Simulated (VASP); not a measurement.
Wanted: the native input for a VASP 6.6.1 run.

```yaml
Task: single point
Functional: PBE
Potentials_or_basis: VASP PAW PBE potentials, release 64 (In_d, P)
Cutoff: 520 eV
k_mesh: 18 × 18 × 16
Occupations: gaussian, width 0.1 eV
Spin: no spin polarisation
Dipole_correction: no
Further_INCAR_settings: ALGO = Normal; EDIFF = 1e-07; NBANDS = 16
```

The structure of InP lies in POSCAR:

```
InP
1.0
    3.8500556662      0.0000000000      0.0000000000
   -1.9250278331      3.3342460129      0.0000000000
    0.0000000000      0.0000000000      3.4395679782
In P
1 1
Direct
    0.0000000000      0.0000000000      0.0000000000
    0.6666666667      0.3333333333      0.5000000000
```

The cell was built from a structure type or drawn by symmetry, and may not be a known phase.

The input as run:

INCAR

```
  PREC = Accurate
  ENCUT = 520
  EDIFF = 1E-7
  ISMEAR = 0
  SIGMA = 0.1
  LREAL = False
  LASPH = True
  NELM = 80
  ALGO = Normal
  ISIF = 2
  LWAVE = False
  LCHARG = True
  GGA = PE
  LELF = True
  LVHAR = True
  NBANDS = 16
```

KPOINTS

```
regular mesh
0
Gamma
  18 18 16
```

Potentials or basis: VASP PAW PBE potentials, release 64 (In_d, P).

Command:

```sh
$ cat potpaw_PBE.64/In_d/POTCAR potpaw_PBE.64/P/POTCAR > POTCAR
$ mpirun -np 1 vasp_std > vasp.out
```

Results of the run:

The pressure is 0.0 GPa and the band gap on the k mesh is zero (bands 9 and 10 overlap by 2.92 eV).

Caveat: spin-orbit coupling is left out, which moves the levels of the heavy elements.

It took 94 s on 1 thread of Intel(R) Xeon(R) 6975P-C (Granite Rapids), on a shared host, peak memory 0.34 GiB.
